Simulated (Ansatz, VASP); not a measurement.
## Li2O: VASP beside Ansatz

File INCAR:

```
PREC = Accurate
ENCUT = 750
EDIFF = 1E-6
ISMEAR = -1
SIGMA = 0.0178
LREAL = F
LASPH = T
NELM = 120
ALGO = Normal
ISIF = 2
LWAVE = F
LCHARG = T
GGA = PE
LELF = T
LVHAR = T
NBANDS = 13
GGA_COMPAT = F
```

KPOINTS

```
regular mesh
0
Gamma
  7 7 7
```

POSCAR

```
Li2O
1.0
    0.0000000000      2.3093130000      2.3093130000
    2.3093130000      0.0000000000      2.3093130000
    2.3093130000      2.3093130000      0.0000000000
O Li
1 2
Direct
    0.0000000000      0.0000000000      0.0000000000
    0.2500000000      0.2500000000      0.2500000000
    0.7500000000      0.7500000000      0.7500000000
```

Input for Ansatz:

```yaml
crystal:
  lattice:
    - [0.0, 2.309313, 2.309313]
    - [2.309313, 0.0, 2.309313]
    - [2.309313, 2.309313, 0.0]
  atoms:
    - { symbol: O, position: [0.0, 0.0, 0.0] }
    - { symbol: Li, position: [0.25, 0.25, 0.25] }
    - { symbol: Li, position: [0.75, 0.75, 0.75] }
  symmetry: { tolerance: 0.0003 }
kpoints:
  mp_grid: { grid: [7, 7, 7], shift: [0, 0, 0] }
magnetization:
  spin_polarized: false
scf:
  occupations: { method: fermi_dirac, width: 0.0178 }
  lower_state_search: standard
  initial_density: { chi_scale: 0.1 }
hamiltonian:
  pseudopotentials: { kind: paw }
  xc: pbe
basis:
  ecutwfc: 420
output:
  forces: true
  stress: true
  eigenvalues: true
  write_density: true
  write_potential: true
  elf: true
  volumetric_format: npy
```

Alike in both runs: task single point; functional PBE; k mesh 7 × 7 × 7; occupations fermi-dirac, width 0.0178 eV; no spin polarisation.

|  | VASP | Ansatz |
| --- | --- | --- |
| version | VASP 6.6.1 | Ansatz 0.2.0 |
| potentials or method | VASP PAW PBE potentials, release 64 (O, Li_sv), cutoff 750 eV | PAW plane waves |
| valence electrons in the cell | 12 | 12 |

|  | VASP | Ansatz | Ansatz less VASP |
| --- | --- | --- | --- |
| gap on the k mesh at the Fermi level (eV) | 5.14 | 5.16 | +0.012 |
| pressure (GPa) | 0.1 | 0.4 | +0.33 |
